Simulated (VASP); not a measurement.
# AlN (P6_3/mmc) in VASP: notebook

AlN is run at these levels: PBEsol; tasks: single point.

Everything below comes from runs of VASP 6.6.1. Logs are shortened: lines on timing, memory, paths and dates and some standing lists are left out, and cuts for length are marked.

## (1) The cell of the first run

Symmetry: P6_3/mmc, No. 194, hexagonal system. The conventional cell has a = 3.242 Å, b = 3.242 Å, c = 4.181 Å, α = 90.00°, β = 90.00°, γ = 120.00°. Within 2.5 Å of Al (site symmetry -6m2) lie 5 N at 1.87 to 2.09 Å. N (site symmetry -6m2) has 5 Al at 1.87 to 2.09 Å within 2.5 Å.

## (2) Single point, PBEsol

File INCAR:

```
PREC = Accurate
ENCUT = 520
EDIFF = 1E-7
ISMEAR = 0
SIGMA = 0.05
LREAL = False
LASPH = True
NELM = 100
ALGO = Normal
ISIF = 2
LWAVE = False
LCHARG = True
GGA = PS
LELF = True
LVHAR = True
NBANDS = 16
```

File KPOINTS:

```
regular mesh
0
Gamma
  9 9 6
```

File POSCAR:

```
AlN
1.0
    3.2420000000      0.0000000000      0.0000000000
   -1.6210000000      2.8076543591      0.0000000000
    0.0000000000      0.0000000000      4.1814000000
Al N
2 2
Direct
    0.3333333333      0.6666666667      0.7500000000
    0.6666666667      0.3333333333      0.2500000000
    0.3333333333      0.6666666667      0.2500000000
    0.6666666667      0.3333333333      0.7500000000
```

Potentials or basis: VASP PAW PBE potentials, release 64 (Al, N).

On the command line:

```sh
$ cat potpaw_PBE.64/Al/POTCAR potpaw_PBE.64/N/POTCAR > POTCAR
$ mpirun -np 1 vasp_std > vasp.out
```

OUTCAR:

```text
PREC = Accurate
   ENCUT = 520
   EDIFF = 1E-7
   ISMEAR = 0
   LREAL = False
   LASPH = True
   NELM = 100
   ISIF = 2
   GGA = PS

 ion  position               nearest neighbor table
   1  0.333  0.667  0.750-   4 1.87   4 1.87   4 1.87   3 2.09   3 2.09   2 2.81   2 2.81   2 2.81
                             2 2.81   2 2.81   2 2.81
   2  0.667  0.333  0.250-   3 1.87   3 1.87   3 1.87   4 2.09   4 2.09   1 2.81   1 2.81   1 2.81
                             1 2.81   1 2.81   1 2.81
   3  0.333  0.667  0.250-   2 1.87   2 1.87   2 1.87   1 2.09   1 2.09
   4  0.667  0.333  0.750-   1 1.87   1 1.87   1 1.87   2 2.09   2 2.09

  LATTYP: Found a hexagonal cell.
 ALAT       =     3.2420000000
 C/A-ratio  =     1.2897594078

  Lattice vectors:

 A1 = (   3.2420000000,   0.0000000000,   0.0000000000)
 A2 = (  -1.6210000000,   2.8076543591,   0.0000000000)
 A3 = (   0.0000000000,   0.0000000000,   4.1814000000)

Analysis of symmetry for initial positions (statically):
=====================================================================
 Subroutine PRICEL returns:
 Original cell was already a primitive cell.

 Routine SETGRP: Setting up the symmetry group for a
 hexagonal supercell.

 Subroutine GETGRP returns: Found 24 space group operations
 (whereof 12 operations were pure point group operations)
 out of a pool of 24 trial point group operations.

The static configuration has the point symmetry D_3d.
 The point group associated with its full space group is D_6h.

Analysis of symmetry for dynamics (positions and initial velocities):
=====================================================================
 Subroutine PRICEL returns:
 Original cell was already a primitive cell.

 Routine SETGRP: Setting up the symmetry group for a
 hexagonal supercell.

 Subroutine GETGRP returns: Found 24 space group operations
 (whereof 12 operations were pure point group operations)
 out of a pool of 24 trial point group operations.

The dynamic configuration has the point symmetry D_3d.
 The point group associated with its full space group is D_6h.

 Subroutine INISYM returns: Found 24 space group operations
 (whereof 12 operations are pure point group operations),
 and found     1 'primitive' translations

----------------------------------------------------------------------------------------

                                     Primitive cell

[... 95 lines left out ...]
   LREAL  =      F    real-space projection
   EDIFFG = 0.1E-05   stopping-criterion for IOM
   NSW    =      0    number of steps for IOM
   IBRION =     -1    ionic relax: 0-MD 1-quasi-New 2-CG
   NFREE  =      0    steps in history (QN), initial steepest desc. (CG)
   ISIF   =      2    stress and relaxation
   ISYM   =      2    0-nonsym 1-usesym 2-fastsym
   POTIM  = 0.5000    time-step for ionic-motion
   TEBEG  =    0.0;   TEEND  =   0.0 temperature during run
   PSTRESS=    0.0 pullay stress
   NELECT =      16.0000    total number of electrons
   NUPDOWN=      -1.0000    fix difference up-down
   EMIN   =  10.00;   EMAX   =-10.00  energy-range for DOS
   EFERMI =   0.00;   METHOD = LEGACY
   ISMEAR =     0;   SIGMA  =   0.05  broadening in eV -4-tet -1-fermi 0-gaus
   EFERMI_NEDOS =   21; number of points for ismear=-14 and -15
   IALGO  =     38    algorithm
   IMIX   =      4    mixing-type and parameters
     AMIX     =   0.40;   BMIX     =  1.00
     AMIX_MAG =   1.60;   BMIX_MAG =  1.00
  volume/ion in A,a.u.               =       9.52        64.21
  Fermi-wavevector in a.u.,A,eV,Ry     =   1.226371  2.317506 20.462985  1.503987
  Thomas-Fermi vector in A             =   2.361375
   LORBIT       =      0    0 simple, 1 ext, 2 COOP (PROOUT), +10 PAW based schemes
   GGA     = PS    functional components
   LHFCALC =     F    Hartree Fock is set to
   AEXX    =    0.0000 exact exchange contribution
   IVDW    =     0    specifies the selected vdW correction
   LEPSILON=     F    determine dielectric tensor
   LRPA    =     F    only Hartree local field effects (RPA)
 non-spin polarized calculation
 Gauss-broadening in eV      SIGMA  =   0.05
  energy-cutoff  :      520.00
  volume of cell :       38.06
 maximum number of plane-waves:      1041
   NGX = 13   NGY = 13   NGZ = 15

 number of electron      16.0000002 magnetization

 Free energy of the ion-electron system (eV)
  ---------------------------------------------------
  ext. energy  EPLUGINS =         0.00000000
  ---------------------------------------------------
  free energy    TOTEN  =       -30.90711929 eV

  energy without entropy =      -30.90711929  energy(sigma->0) =      -30.90711929

 E-fermi :   8.7069     XC(G=0): -11.5530

 val. band max:        8.4449764601   @ k =   0.0000   0.0000   0.0000
 cond. band min:      11.9175152111   @ k =   0.0000   0.0000   0.0000
 fundamental gap:      3.4725387510
 Fermi energy:         8.7069361537

 k-point     1 :       0.0000    0.0000    0.0000
  band No.  band energies     occupation
      1      -8.7391      2.00000
      2      -4.9559      2.00000
      3       1.1320      2.00000
      4       5.0241      2.00000
      5       5.0241      2.00000
      6       6.6322      2.00000
[... 433 lines left out ...]
      3       1.5346      2.00000
      4       2.6353      2.00000
      5       2.6353      2.00000
      6       5.0681      2.00000
[... 8 lines left out ...]
     15      19.8252      0.00000
     16      21.7607      0.00000

 [... further k-points ...]

------------------------ aborting loop because EDIFF is reached ----------------------------------------

  FORCE on cell =-STRESS in cart. coord.  units (eV):
  Direction    XX          YY          ZZ          XY          YZ          ZX
  --------------------------------------------------------------------------------------
  -------------------------------------------------------------------------------------
  Total        2.2818405      2.2818405      0.4553641      0.0000000     -0.0000000      0.0000000
  in kB       96.0544528     96.0544528     19.1686288      0.0000000     -0.0000000      0.0000000
  external PRESSURE =      70.4258448 kB  Pullay stress =       0.0000000 kB

 VOLUME and BASIS-vectors are now :
 -----------------------------------------------------------------------------
  energy-cutoff  :      520.00
  volume of cell :       38.06
      direct lattice vectors                 reciprocal lattice vectors
     3.242000000  0.000000000  0.000000000     0.308451573  0.178084599  0.000000000
    -1.621000000  2.807654359  0.000000000     0.000000000  0.356169198  0.000000000
     0.000000000  0.000000000  4.181400000     0.000000000  0.000000000  0.239154350

 POSITION                                       TOTAL-FORCE (eV/Angst)
 -----------------------------------------------------------------------------------
     -0.00000      1.87177      3.13605        -0.000000     -0.000000      0.000000
      1.62100      0.93588      1.04535         0.000000      0.000000      0.000000
     -0.00000      1.87177      1.04535         0.000000     -0.000000      0.000000
      1.62100      0.93588      3.13605         0.000000     -0.000000      0.000000
 -----------------------------------------------------------------------------------
    total drift:                                0.000000     -0.000000      0.000000

  FREE ENERGIE OF THE ION-ELECTRON SYSTEM (eV)
  ---------------------------------------------------
  free  energy   TOTEN  =       -30.9071192925 eV

  energy  without entropy=      -30.9071192925  energy(sigma->0) =      -30.90711929
```

stdout:

```text
POSCAR found type information on POSCAR AlN
 POSCAR found :  2 types and       4 ions
 scaLAPACK will be used
 -----------------------------------------------------------------------------
|                                                                             |
|                                                                             |
|     You enforced a specific xc type in the INCAR file but a different       |
|     I HOPE YOU KNOW WHAT YOU ARE DOING!                                     |
|                                                                             |
 -----------------------------------------------------------------------------

 LDA part: xc-table for (Slater+PW92), standard interpolation
 POSCAR, INCAR and KPOINTS ok, starting setup
 FFT: planning ... GRIDC
 FFT: planning ... GRID_SOFT
 FFT: planning ... GRID
 WAVECAR not read
 entering main loop
```

It took 41 s on 1 thread of AMD EPYC 7R13, shared host; peak memory 0.13 GiB.

What came out:

```yaml
Free_energy: -30.9071 eV
Pressure: 7.0 GPa
Band_gap_on_the_k_mesh: 3.47 eV, direct
```

Stress tensor (GPa, compression positive):
```
9.61 0.00 0.00
0.00 9.61 0.00
0.00 0.00 1.92
```

Levels at points of the mesh, in eV from the valence-band top:
```csv
k point,band 5,band 6,band 7,band 8,band 9,band 10,band 11,band 12
"(0.00, 0.00, 0.00)",-3.42,-1.81,-1.81,0.00,3.47,4.72,8.42,8.42
"(0.00, 0.00, 0.50)",-2.66,-2.66,-2.66,-2.66,5.80,5.80,8.61,8.61
```

Caveat: the PAW data sets were made with another functional, which shifts forces and pressure a little.

## (3) Single point, PBEsol

This run uses another cell than the first one, of 9.59 Å³/atom, 1.008 times its volume.

File INCAR:

```
ALGO = Normal
EDIFF = 1E-7
ENCUT = 520
GGA = PS
ISIF = 2
ISMEAR = 0
LASPH = True
LCHARG = True
LELF = True
LREAL = False
LVHAR = True
LWAVE = False
NBANDS = 16
NELM = 80
PREC = Accurate
SIGMA = 0.05
```

File KPOINTS:

```
k-points
0
Gamma
  9 9 6
```

File POSCAR:

```
AlN
1.0
    3.3212000000      0.0000000000      0.0000000000
   -1.6606000000      2.8762435710      0.0000000000
    0.0000000000      0.0000000000      4.0158000000
Al N
2 2
Direct
    0.3333333333      0.6666666667      0.7500000000
    0.6666666667      0.3333333333      0.2500000000
    0.3333333333      0.6666666667      0.2500000000
    0.6666666667      0.3333333333      0.7500000000
```

Potentials or basis: VASP PAW PBE potentials, release 64 (Al, N).

On the command line:

```sh
$ cat potpaw_PBE.64/Al/POTCAR potpaw_PBE.64/N/POTCAR > POTCAR
$ mpirun -np 1 vasp_std > vasp.out
```

OUTCAR:

```text
EDIFF = 1E-7
   ENCUT = 520
   GGA = PS
   ISIF = 2
   ISMEAR = 0
   LASPH = True
   LREAL = False
   NELM = 80
   PREC = Accurate

 ion  position               nearest neighbor table
   1  0.333  0.667  0.750-   4 1.92   4 1.92   4 1.92   3 2.01   3 2.01   2 2.78   2 2.78   2 2.78
                             2 2.78   2 2.78   2 2.78
   2  0.667  0.333  0.250-   3 1.92   3 1.92   3 1.92   4 2.01   4 2.01   1 2.78   1 2.78   1 2.78
                             1 2.78   1 2.78   1 2.78
   3  0.333  0.667  0.250-   2 1.92   2 1.92   2 1.92   1 2.01   1 2.01
   4  0.667  0.333  0.750-   1 1.92   1 1.92   1 1.92   2 2.01   2 2.01

  LATTYP: Found a hexagonal cell.
 ALAT       =     3.3212000000
 C/A-ratio  =     1.2091412742

  Lattice vectors:

 A1 = (   3.3212000000,   0.0000000000,   0.0000000000)
 A2 = (  -1.6606000000,   2.8762435710,   0.0000000000)
 A3 = (   0.0000000000,   0.0000000000,   4.0158000000)

Analysis of symmetry for initial positions (statically):
=====================================================================
 Subroutine PRICEL returns:
 Original cell was already a primitive cell.

 Routine SETGRP: Setting up the symmetry group for a
 hexagonal supercell.

 Subroutine GETGRP returns: Found 24 space group operations
 (whereof 12 operations were pure point group operations)
 out of a pool of 24 trial point group operations.

The static configuration has the point symmetry D_3d.
 The point group associated with its full space group is D_6h.

Analysis of symmetry for dynamics (positions and initial velocities):
=====================================================================
 Subroutine PRICEL returns:
 Original cell was already a primitive cell.

 Routine SETGRP: Setting up the symmetry group for a
 hexagonal supercell.

 Subroutine GETGRP returns: Found 24 space group operations
 (whereof 12 operations were pure point group operations)
[... 127 lines left out ...]
     AMIX_MAG =   1.60;   BMIX_MAG =  1.00
  volume/ion in A,a.u.               =       9.59        64.72
  Fermi-wavevector in a.u.,A,eV,Ry     =   1.223162  2.311441 20.356013  1.496125
  Thomas-Fermi vector in A             =   2.358283
   LORBIT       =      0    0 simple, 1 ext, 2 COOP (PROOUT), +10 PAW based schemes
   GGA     = PS    functional components
   LHFCALC =     F    Hartree Fock is set to
   AEXX    =    0.0000 exact exchange contribution
   IVDW    =     0    specifies the selected vdW correction
   LEPSILON=     F    determine dielectric tensor
   LRPA    =     F    only Hartree local field effects (RPA)
 non-spin polarized calculation
 Gauss-broadening in eV      SIGMA  =   0.05
  energy-cutoff  :      520.00
  volume of cell :       38.36
 maximum number of plane-waves:      1054
 NGX is ok and might be reduce to    28
   NGX = 13   NGY = 13   NGZ = 15

 number of electron      15.9999999 magnetization

 Free energy of the ion-electron system (eV)
  ---------------------------------------------------
  ext. energy  EPLUGINS =         0.00000000
  ---------------------------------------------------
  free energy    TOTEN  =       -30.91481382 eV

  energy without entropy =      -30.91481382  energy(sigma->0) =      -30.91481382

 E-fermi :   8.3253     XC(G=0): -11.5067

 val. band max:        8.0699808518   @ k =   0.0000   0.0000   0.0000
 cond. band min:      11.6334900324   @ k =   0.0000   0.0000   0.0000
 fundamental gap:      3.5635091806
 Fermi energy:         8.3252560183

 k-point     1 :       0.0000    0.0000    0.0000
  band No.  band energies     occupation
      1      -8.8178      2.00000
      2      -4.7277      2.00000
      3       1.2127      2.00000
      4       4.7198      2.00000
      5       4.7198      2.00000
      6       6.6563      2.00000
[... 433 lines left out ...]
      3       1.4311      2.00000
      4       2.5614      2.00000
      5       2.5614      2.00000
      6       5.4150      2.00000
[... 8 lines left out ...]
     15      19.6904      0.00000
     16      21.7879      0.00000

 [... further k-points ...]

------------------------ aborting loop because EDIFF is reached ----------------------------------------

  FORCE on cell =-STRESS in cart. coord.  units (eV):
  Direction    XX          YY          ZZ          XY          YZ          ZX
  --------------------------------------------------------------------------------------
  -------------------------------------------------------------------------------------
  Total        0.2564148      0.2564148      2.2151111      0.0000000      0.0000000      0.0000000
  in kB       10.7092949     10.7092949     92.5152503      0.0000000      0.0000000      0.0000000
  external PRESSURE =      37.9779467 kB  Pullay stress =       0.0000000 kB

 VOLUME and BASIS-vectors are now :
 -----------------------------------------------------------------------------
  energy-cutoff  :      520.00
  volume of cell :       38.36
      direct lattice vectors                 reciprocal lattice vectors
     3.321200000  0.000000000  0.000000000     0.301095989  0.173837851  0.000000000
    -1.660600000  2.876243571  0.000000000     0.000000000  0.347675701  0.000000000
     0.000000000  0.000000000  4.015800000     0.000000000  0.000000000  0.249016385

 POSITION                                       TOTAL-FORCE (eV/Angst)
 -----------------------------------------------------------------------------------
     -0.00000      1.91750      3.01185        -0.000000      0.000000      0.000000
      1.66060      0.95875      1.00395         0.000000     -0.000000      0.000000
     -0.00000      1.91750      1.00395         0.000000     -0.000000      0.000000
      1.66060      0.95875      3.01185         0.000000      0.000000      0.000000
 -----------------------------------------------------------------------------------
    total drift:                               -0.000000     -0.000000     -0.000000

  FREE ENERGIE OF THE ION-ELECTRON SYSTEM (eV)
  ---------------------------------------------------
  free  energy   TOTEN  =       -30.9148138207 eV

  energy  without entropy=      -30.9148138207  energy(sigma->0) =      -30.91481382
```

Run time: 65 s. Hardware: 1 thread of AMD EPYC 7R13, shared host; peak memory 0.14 GiB.

What came out:

```
Free energy            : -30.9148 eV
Pressure               : 3.8 GPa
Band gap on the k mesh : 3.56 eV, direct
```

Caveat: the PAW data sets were made with another functional, which shifts forces and pressure a little. A k mesh can miss the band edges.
